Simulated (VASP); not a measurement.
Input of a VASP 6.6.1 run:

File INCAR:

```
SYSTEM = FeSi
PREC = Accurate
ENCUT = 520
EDIFF = 1E-7
ISMEAR = 0
SIGMA = 0.01
LREAL = .False.
LASPH = .True.
NELM = 100
ALGO = Normal
ISIF = 2
LWAVE = .False.
LCHARG = .False.
GGA = PE
NBANDS = 34
```

The input KPOINTS:

```
Automatic mesh
0
Gamma
  8 8 8
  0 0 0
```

File POSCAR:

```
FeSi
1.0
    4.5775894058      0.0000000000      0.0000000000
    0.0000000000      4.5775894058      0.0000000000
    0.0000000000      0.0000000000      4.5775894058
Fe Si
4 4
Direct
    0.1310300583      0.1310300583      0.1310300583
    0.3689699417      0.8689699417      0.6310300583
    0.6310300583      0.3689699417      0.8689699417
    0.8689699417      0.6310300583      0.3689699417
    0.8385467161      0.8385467161      0.8385467161
    0.6614532839      0.1614532839      0.3385467161
    0.3385467161      0.6614532839      0.1614532839
    0.1614532839      0.3385467161      0.6614532839
```

Potentials or basis: VASP PAW PBE potentials, release 64 (Fe, Si).

Command:

```bash
$ cat potpaw_PBE.64/Fe/POTCAR potpaw_PBE.64/Si/POTCAR > POTCAR
$ mpirun -np 1 vasp_std > vasp.out
```

(1) What does it give for the band gap on the k mesh?

(2) Predict the largest force.

(3) What does it give for the pressure?

Results:

(1) 0.17 eV (least direct gap 0.18 eV).

(2) 0.030 eV/Å.

(3) -15.0 GPa.

Caveat: the cell stands under tension.
